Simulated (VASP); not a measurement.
# Re (R-3m) in VASP: a series of runs

Re is run at these levels: PBEsol; tasks: electric field gradients.

Program: VASP 6.6.1. These are calculated values, not measurements. Logs are shortened: lines on timing, memory, paths and dates and some standing lists are left out, and cuts for length are marked.

### 1 The cell of the first run

It takes space group R-3m (No. 166, trigonal). The conventional cell has a = 2.768 Å, b = 2.768 Å, c = 20.096 Å, α = 90.00°, β = 90.00°, γ = 120.00°. Re (site symmetry -3m) has 12 Re at 2.75 to 2.77 Å within 3.6 Å. Re (site symmetry 3m) has 12 Re at 2.74 to 2.77 Å within 3.6 Å.

### 2 Electric field gradients, PBEsol

File INCAR:

```
SYSTEM = Re
PREC = Accurate
ENCUT = 520
EDIFF = 1E-8
ISMEAR = -1
SIGMA = 0.05
LREAL = .False.
LASPH = .True.
NELM = 100
ALGO = Normal
ISIF = 2
LWAVE = .False.
LCHARG = .False.
GGA = PS
LEFG = .True.
NBANDS = 18
```

File KPOINTS:

```
regular mesh
0
Gamma
  15 15 15
  0 0 0
```

File POSCAR:

```
Re
1.0
    1.3839231524      0.7990084046      6.6986080885
   -1.3839231524      0.7990084046      6.6986080885
    0.0000000000     -1.5980168092      6.6986080885
Re
3
Direct
    0.0000000000      0.0000000000      0.0000000000
    0.2221738800      0.2221738800      0.2221738800
    0.7778261200      0.7778261200      0.7778261200
```

Potentials or basis: VASP PAW PBE potentials, release 64 (Re).

Run with:

```sh
cat potpaw_PBE.64/Re/POTCAR > POTCAR
mpirun -np 1 vasp_std > vasp.out
```

OUTCAR:

```text
SYSTEM = Re
   PREC = Accurate
   ENCUT = 520
   EDIFF = 1E-8
   ISMEAR = -1
   LREAL = .False.
   LASPH = .True.
   NELM = 100
   ISIF = 2
   GGA = PS

 ion  position               nearest neighbor table
   1  0.000  0.000  0.000-   3 2.75   3 2.75   2 2.75   2 2.75   3 2.75   2 2.75
   2  0.222  0.222  0.222-   3 2.74   3 2.74   3 2.74   1 2.75   1 2.75   1 2.75
   3  0.778  0.778  0.778-   2 2.74   2 2.74   2 2.74   1 2.75   1 2.75   1 2.75

  LATTYP: Found a trigonal (rhomboedric) cell.
 ALAT       =     6.8865817388
 COS(alpha) =     0.9192306603

  Lattice vectors:

 A1 = (   1.3839231524,   0.7990084046,   6.6986080885)
 A2 = (  -1.3839231524,   0.7990084046,   6.6986080885)
 A3 = (   0.0000000000,  -1.5980168092,   6.6986080885)

Analysis of symmetry for initial positions (statically):
=====================================================================
 Subroutine PRICEL returns:
 Original cell was already a primitive cell.

 Routine SETGRP: Setting up the symmetry group for a
 trigonal (rhombohedral) supercell.

 Subroutine GETGRP returns: Found 12 space group operations
 (whereof 12 operations were pure point group operations)
 out of a pool of 12 trial point group operations.

The static configuration has the point symmetry D_3d.

Analysis of symmetry for dynamics (positions and initial velocities):
=====================================================================
 Subroutine PRICEL returns:
 Original cell was already a primitive cell.

 Routine SETGRP: Setting up the symmetry group for a
 trigonal (rhombohedral) supercell.

 Subroutine GETGRP returns: Found 12 space group operations
 (whereof 12 operations were pure point group operations)
 out of a pool of 12 trial point group operations.

The dynamic configuration has the point symmetry D_3d.

 Subroutine INISYM returns: Found 12 space group operations
 (whereof 12 operations are pure point group operations),
 and found     1 'primitive' translations

----------------------------------------------------------------------------------------

                                     Primitive cell

  volume of cell :      44.4426

  direct lattice vectors                    reciprocal lattice vectors
[... 124 lines left out ...]
 NGX is ok and might be reduce to    54
   NGX = 25   NGY = 25   NGZ = 25

 number of electron      21.0000001 magnetization

 Free energy of the ion-electron system (eV)
  ---------------------------------------------------
  ext. energy  EPLUGINS =         0.00000000
  ---------------------------------------------------
  free energy    TOTEN  =       -40.06716813 eV

  energy without entropy =      -40.04657989  energy(sigma->0) =      -40.05687401

 E-fermi :   7.7228     XC(G=0): -13.7824

 val. band max:        7.7226681243   @ k =  -0.1333  -0.1333   0.0667
 cond. band min:       7.7242239740   @ k =  -0.4000   0.3333   0.0667
 fundamental gap:      0.0015558496
 Fermi energy:         7.7228292391

 k-point     1 :       0.0000    0.0000    0.0000
  band No.  band energies     occupation
      1      -2.2174      2.00000
      2       0.8520      2.00000
      3       0.9142      2.00000
      4       5.7737      2.00000
      5       5.7737      2.00000
      6       5.8995      2.00000
[... 481 lines left out ...]
      5       4.4387      2.00000
      6       4.9974      2.00000
[... 10 lines left out ...]
     17      11.5107      0.00000
     18      12.4912      0.00000

 [... further k-points ...]
[... 5 lines left out ...]
  --------------------------------------------------------------------------------------
  -------------------------------------------------------------------------------------
  Total       -1.7486756     -1.7486756     -2.0352295      0.0000000      0.0000000      0.0000000
  in kB      -63.0406499    -63.0406499    -73.3710670      0.0000000      0.0000000      0.0000000
  external PRESSURE =     -66.4841223 kB  Pullay stress =       0.0000000 kB

 VOLUME and BASIS-vectors are now :
 -----------------------------------------------------------------------------
  energy-cutoff  :      520.00
  volume of cell :       44.44
      direct lattice vectors                 reciprocal lattice vectors
     1.383923152  0.799008405  6.698608089     0.361291737  0.208591882  0.049761582
    -1.383923152  0.799008405  6.698608089    -0.361291737  0.208591882  0.049761582
     0.000000000 -1.598016809  6.698608089     0.000000000 -0.417183764  0.049761582

 POSITION                                       TOTAL-FORCE (eV/Angst)
 -----------------------------------------------------------------------------------
      0.00000      0.00000      0.00000         0.000000     -0.000000      0.000000
      0.00000      0.00000      4.46477         0.000000      0.000000     -0.024333
      0.00000      0.00000     15.63106         0.000000     -0.000000      0.024333
 -----------------------------------------------------------------------------------
    total drift:                                0.000000      0.000000     -0.000000

  FREE ENERGIE OF THE ION-ELECTRON SYSTEM (eV)
  ---------------------------------------------------
  free  energy   TOTEN  =       -40.0671681305 eV

  energy  without entropy=      -40.0465798889  energy(sigma->0) =      -40.05687401

 Electric field gradients (V/A^2)
---------------------------------------------------------------------
 ion       V_xx      V_yy      V_zz      V_xy      V_xz      V_yz
---------------------------------------------------------------------
   1      40.432    40.432   -80.865     0.000     0.000     0.000
   2      17.963    17.963   -35.927    -0.000    -0.000    -0.000
   3      17.963    17.963   -35.927    -0.000    -0.000    -0.000
---------------------------------------------------------------------

 Electric field gradients after diagonalization (V/A^2)
 (convention: |V_zz| > |V_xx| > |V_yy|)
----------------------------------------------------------------------
 ion       V_xx      V_yy      V_zz     asymmetry (V_yy - V_xx)/ V_zz
----------------------------------------------------------------------
   1      40.432    40.432   -80.865       0.000
   2      17.963    17.963   -35.927       0.000
   3      17.963    17.963   -35.927       0.000
----------------------------------------------------------------------

           NMR quadrupolar parameters

 Cq : quadrupolar parameter    Cq=e*Q*V_zz/h
 eta: asymmetry parameters     (V_yy - V_xx)/ V_zz
 Q  : nuclear electric quadrupole moment in mb (millibarn)
----------------------------------------------------------------------
 ion       Cq(MHz)       eta       Q (mb)
----------------------------------------------------------------------
   1      -0.196       0.000       1.000
   2      -0.087       0.000       1.000
   3      -0.087       0.000       1.000
----------------------------------------------------------------------
```

OSZICAR:

```text
N       E                     dE             d eps       ncg     rms          rms(c)
DAV:   1     0.704973220660E+02    0.70497E+02   -0.96834E+03 23830   0.140E+03
DAV:   2    -0.342043459372E+02   -0.10470E+03   -0.95683E+02 22866   0.409E+02
DAV:   3    -0.418537071021E+02   -0.76494E+01   -0.66265E+01 20126   0.216E+02
DAV:   4    -0.423590432984E+02   -0.50534E+00   -0.47537E+00 21068   0.364E+01
DAV:   5    -0.423784302836E+02   -0.19387E-01   -0.19133E-01 20750   0.614E+00    0.537E+01
DAV:   6    -0.406513169101E+02    0.17271E+01   -0.17348E+00 20766   0.313E+01    0.216E+01
DAV:   7    -0.402088062788E+02    0.44251E+00   -0.19105E+00 24406   0.306E+01    0.276E+00
DAV:   8    -0.400813275680E+02    0.12748E+00   -0.56328E-01 23794   0.154E+01    0.557E-01
DAV:   9    -0.400683718797E+02    0.12956E-01   -0.23130E-02 19548   0.128E+00    0.237E-01
DAV:  10    -0.400672113372E+02    0.11605E-02   -0.17619E-03 23052   0.876E-01    0.107E-01
DAV:  11    -0.400671995386E+02    0.11799E-04   -0.66493E-05 20682   0.831E-02    0.721E-02
DAV:  12    -0.400671684276E+02    0.31111E-04   -0.60872E-05 19736   0.905E-02    0.894E-03
DAV:  13    -0.400671686935E+02   -0.26586E-06   -0.26574E-06 21150   0.273E-02    0.797E-03
DAV:  14    -0.400671683827E+02    0.31076E-06   -0.35969E-07 20464   0.980E-03    0.557E-03
DAV:  15    -0.400671682354E+02    0.14730E-06   -0.17806E-07 19486   0.777E-03    0.270E-03
DAV:  16    -0.400671681419E+02    0.93544E-07   -0.16082E-08  8122   0.267E-03    0.629E-04
DAV:  17    -0.400671681280E+02    0.13813E-07   -0.16297E-08  8988   0.283E-03    0.105E-03
DAV:  18    -0.400671681305E+02   -0.24827E-08   -0.72161E-09  7344   0.325E-03
   1 F= -.40067168E+02 E0= -.40056874E+02  d E =-.205882E-01
```

stdout:

```text
POSCAR found type information on POSCAR Re
 POSCAR found :  1 types and       3 ions
 scaLAPACK will be used
 -----------------------------------------------------------------------------
|                                                                             |
|                                                                             |
|     You enforced a specific xc type in the INCAR file but a different       |
|     I HOPE YOU KNOW WHAT YOU ARE DOING!                                     |
|                                                                             |
 -----------------------------------------------------------------------------

 LDA part: xc-table for (Slater+PW92), standard interpolation
 POSCAR, INCAR and KPOINTS ok, starting setup
 FFT: planning ... GRIDC
 FFT: planning ... GRID_SOFT
 FFT: planning ... GRID
 WAVECAR not read
 entering main loop
ion   1

ion   2

ion   3
```

Run time: 50 min. Hardware: 1 thread of Intel Xeon Platinum 8259CL at 2.50GHz (Skylake/Cascade Lake), shared host; peak memory 0.55 GiB.

Results:

```yaml
Free_energy: -40.0672 eV
Pressure: -6.6 GPa
Largest_force: 0.024 eV/Å
Band_gap_on_the_k_mesh: zero (an odd number of electrons rules out a gap without spin polarisation)
Largest_electric_field_gradient_by_atom: Re -80.9, -35.9 (each value once) V/Å²
```

Forces in eV/Å, atoms in the order of the input:
```
Re   0.000  0.000  0.000
Re   0.000  0.000 -0.024
Re   0.000  0.000  0.024
```

Electric field gradients, principal values (V/Å²):
| atom | least | middle | greatest (by size) |
| --- | --- | --- | --- |
| 1 Re | 40.432 | 40.432 | -80.865 |
| 2 Re | 17.963 | 17.963 | -35.927 |
| 3 Re | 17.963 | 17.963 | -35.927 |

Caveat: the cell stands under tension; without QUAD_EFG the Cq values of the log hold for a quadrupole moment of 1 mb, not for the nuclei; the PAW data sets were made with another functional, which shifts forces and pressure a little; spin-orbit coupling is left out, which moves the levels of the heavy elements.

### 3 Electric field gradients, PBEsol (zz strain of -2 %)

File INCAR:

```
  PREC = Accurate
  ENCUT = 520
  EDIFF = 1E-8
  ISMEAR = -1
  SIGMA = 0.05
  LREAL = False
  LASPH = True
  NELM = 60
  ALGO = Normal
  ISIF = 2
  LWAVE = False
  LCHARG = False
  GGA = PS
  LEFG = True
  NBANDS = 18
```

File KPOINTS:

```
Automatic mesh
0
Gamma
  15 15 15
```

File POSCAR:

```
Re
1.0
    1.3839231524      0.7990084046      6.5646359267
   -1.3839231524      0.7990084046      6.5646359267
    0.0000000000     -1.5980168092      6.5646359267
Re
3
Direct
    0.0000000000      0.0000000000      0.0000000000
    0.2221738800      0.2221738800      0.2221738800
    0.7778261200      0.7778261200      0.7778261200
```

Potentials or basis: VASP PAW PBE potentials, release 64 (Re).

Run with:

```sh
cat potpaw_PBE.64/Re/POTCAR > POTCAR
mpirun -np 1 vasp_std > vasp.out
```

OUTCAR:

```text
PREC = Accurate
   ENCUT = 520
   EDIFF = 1E-8
   ISMEAR = -1
   LREAL = False
   LASPH = True
   NELM = 60
   ISIF = 2
   GGA = PS

 ion  position               nearest neighbor table
   1  0.000  0.000  0.000-   3 2.71   3 2.71   2 2.71   2 2.71   3 2.71   2 2.71
   2  0.222  0.222  0.222-   3 2.71   3 2.71   3 2.71   1 2.71   1 2.71   1 2.71
   3  0.778  0.778  0.778-   2 2.71   2 2.71   2 2.71   1 2.71   1 2.71   1 2.71

  LATTYP: Found a trigonal (rhomboedric) cell.
 ALAT       =     6.7563379558
 COS(alpha) =     0.9160866199

[... 724 lines left out ...]

  energy  without entropy=      -40.0499931746  energy(sigma->0) =      -40.05927079

 Electric field gradients (V/A^2)
---------------------------------------------------------------------
 ion       V_xx      V_yy      V_zz      V_xy      V_xz      V_yz
---------------------------------------------------------------------
   1      62.295    62.295  -124.589     0.000     0.000     0.000
   2      35.877    35.877   -71.754    -0.000    -0.000    -0.000
   3      35.877    35.877   -71.754     0.000    -0.000    -0.000
---------------------------------------------------------------------

 Electric field gradients after diagonalization (V/A^2)
 (convention: |V_zz| > |V_xx| > |V_yy|)
----------------------------------------------------------------------
 ion       V_xx      V_yy      V_zz     asymmetry (V_yy - V_xx)/ V_zz
----------------------------------------------------------------------
   1      62.295    62.295  -124.589       0.000
   2      35.877    35.877   -71.754       0.000
   3      35.877    35.877   -71.754       0.000
----------------------------------------------------------------------

           NMR quadrupolar parameters

 Cq : quadrupolar parameter    Cq=e*Q*V_zz/h
 eta: asymmetry parameters     (V_yy - V_xx)/ V_zz
 Q  : nuclear electric quadrupole moment in mb (millibarn)
----------------------------------------------------------------------
 ion       Cq(MHz)       eta       Q (mb)
----------------------------------------------------------------------
   1      -0.301       0.000       1.000
   2      -0.173       0.000       1.000
   3      -0.173       0.000       1.000
----------------------------------------------------------------------
```

Run time: 20 min. Hardware: 1 thread of Intel Xeon Platinum 8124M at 3.00GHz (Skylake/Cascade Lake), shared host; peak memory 0.5 GiB.

What came out:

```yaml
Free_energy: -40.0685 eV
Pressure: 1.4 GPa
Largest_force: 0.021 eV/Å
Band_gap_on_the_k_mesh: zero (an odd number of electrons rules out a gap without spin polarisation)
Largest_electric_field_gradient_by_atom: Re -124.6, -71.8 (each value once) V/Å²
```

Forces in eV/Å, atoms in the order of the input:
```
Re   0.000  0.000  0.000
Re   0.000  0.000  0.021
Re   0.000  0.000 -0.021
```

Electric field gradients, principal values (V/Å²):
| atom | least | middle | greatest (by size) |
| --- | --- | --- | --- |
| 1 Re | 62.295 | 62.295 | -124.589 |
| 2 Re | 35.877 | 35.877 | -71.754 |
| 3 Re | 35.877 | 35.877 | -71.754 |

Caveat: the cell differs from its parent crystal (zz strain of -2 %); the stress differs along the axes, from -1 to 7 GPa; without QUAD_EFG the Cq values of the log hold for a quadrupole moment of 1 mb, not for the nuclei; the PAW data sets were made with another functional, which shifts forces and pressure a little; spin-orbit coupling is left out, which moves the levels of the heavy elements.
